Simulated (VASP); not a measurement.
**CS2: single point with PBE**

Crystal: CS2.

```
S C
1.0
     3.66991   -3.02510    0.00000
     3.66991    3.02510    0.00000
     0.00000    0.00000    9.96390
S C
4 2
Direct
  0.17650 0.82350 0.88560
  0.32350 0.67650 0.38560
  0.67650 0.32350 0.61440
  0.82350 0.17650 0.11440
  0.50000 0.50000 0.50000
  0.00000 0.00000 0.00000
```

```json
{"Program": "VASP 6.6.1", "Task": "single point", "Functional": "PBE", "Potentials or basis": "VASP PAW PBE potentials, release 64 (S, C)", "Cutoff": "520 eV", "k mesh": "6 × 6 × 3", "Occupations": "fermi-dirac, width 0.05 eV", "Spin": "no spin polarisation", "Dipole correction": "no", "Further INCAR settings": "ALGO = Normal; EDIFF = 1e-06; NBANDS = 25"}
```

```json
{
  "Pressure": "-0.4 GPa",
  "Largest force": "0.248 eV/Å",
  "Band gap on the k mesh": "3.43 eV"
}
```

Forces on the atoms (eV/Å):
```
S    0.000  0.170  0.181
S    0.000 -0.170  0.181
S    0.000  0.170 -0.181
S    0.000 -0.170 -0.181
C    0.000  0.000  0.000
C    0.000  0.000  0.000
```

Stress tensor (GPa, compression positive):
```
-0.02  0.00  0.00
 0.00 -0.55  0.00
 0.00  0.00 -0.62
```

Levels at points of the mesh, in eV from the valence-band top:
| k point | band 12 | band 13 | band 14 | band 15 | band 16 | band 17 | band 18 | band 19 | band 20 | band 21 |
| --- | --- | --- | --- | --- | --- | --- | --- | --- | --- | --- |
| (0.00, 0.00, 0.00) | -2.74 | -0.44 | -0.32 | -0.31 | -0.16 | 3.50 | 3.55 | 3.80 | 3.99 | 5.23 |
| (0.50, 0.00, 0.00) | -2.83 | -0.27 | -0.27 | -0.14 | -0.14 | 3.58 | 3.58 | 3.70 | 3.70 | 6.71 |
| (0.50, 0.50, 0.00) | -2.98 | -0.53 | -0.46 | -0.23 | 0.00 | 3.43 | 3.47 | 4.10 | 4.13 | 6.35 |

Run time: 87 s on 1 thread of Intel(R) Xeon(R) Platinum 8488C (Sapphire Rapids), with other jobs on the host, peak memory 0.35 GiB.

Caveat: this functional lacks dispersion, which holds the molecules together, so the pressure and a relaxed volume are unreliable. A k mesh can miss the band edges.
